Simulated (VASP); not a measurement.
Wanted: the native input for a VASP 6.6.1 run.

- Task: single point
- Functional: PBEsol
- Potentials or basis: VASP PAW PBE potentials, release 64 (Ag, O)
- Cutoff: 520 eV
- k mesh: 18 × 18 × 18
- Occupations: gaussian, width 0.15 eV
- Spin: no spin polarisation
- Dipole correction: no
- Further INCAR settings: ALGO = Normal; EDIFF = 1e-07; NBANDS = 16

The structure of AgO lies in POSCAR:

```
AgO
1.0
    0.0000000000      2.7798329412      1.8068914118
    2.7798329412      0.0000000000      1.8068914118
    2.7798329412      2.7798329412      0.0000000000
Ag O
1 1
Direct
    0.0000000000      0.0000000000      0.0000000000
    0.7500000000      0.7500000000      0.7500000000
```

This cell differs from its parent crystal: ratio of the length along z to the lengths across it x 0.65, volume and fractional coordinates fixed.

One way to write it, as run:

INCAR

```
SYSTEM = AgO
PREC = Accurate
ENCUT = 520
EDIFF = 1E-7
ISMEAR = 0
SIGMA = 0.15
LREAL = .FALSE.
LASPH = .TRUE.
NELM = 60
ALGO = Normal
ISIF = 2
LWAVE = .FALSE.
LCHARG = .FALSE.
GGA = PS
NBANDS = 16
```

KPOINTS

```
regular mesh
0
G
  18 18 18
  0 0 0
```

Potentials or basis: VASP PAW PBE potentials, release 64 (Ag, O).

Launch:

```sh
$ cat potpaw_PBE.64/Ag/POTCAR potpaw_PBE.64/O/POTCAR > POTCAR
$ mpirun -np 1 vasp_std > vasp.out
```

It gave:

```
Pressure               : -1.9 GPa
Band gap on the k mesh : zero (an odd number of electrons rules out a gap without spin polarisation)
```

Caveat: the PAW data sets were made with another functional, which shifts forces and pressure a little; an odd number of electrons without spin polarisation forces a metal; a magnetic or distorted state may lie lower.

Wall time 7.5 min on 1 thread of Intel Xeon 8259CL (shared host), peak memory 0.34 GiB.
